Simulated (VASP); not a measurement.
**Bi: single point with PBE**

Bi:

```
Bi
1.0
     0.00000    3.68689    3.68689
     3.68689    0.00000    3.68689
     3.68689    3.68689    0.00000
Bi
2
Direct
  0.87500 0.87500 0.87500
  0.12500 0.12500 0.12500
```

This isn't the form of Bi at room conditions, which is rhombohedral.

- Program: VASP 6.6.1
- Task: single point
- Functional: PBE
- Potentials or basis: VASP PAW PBE potentials, release 64 (Bi_d)
- Cutoff: 520 eV
- k mesh: 11 × 11 × 11
- Occupations: fermi-dirac, width 0.05 eV
- Spin: non-collinear spin, zero start, spin-orbit coupling
- Starting moments: [[0.0, 0.0, 0.0], [0.0, 0.0, 0.0]] μB

```
Pressure                                              : -0.1 GPa
Net moment                                            : 0.00 μB per cell
Valence electrons inside the program's atomic spheres : Bi 12.77
```

Moments on the atoms (μB; x, y, z):
```
Bi  0.00 0.00 0.00
Bi  0.00 0.00 0.00
```

Wall time 6.6 min on 1 thread of Oxide Virtual Turin-like Processor (shared host), peak memory 0.64 GiB.
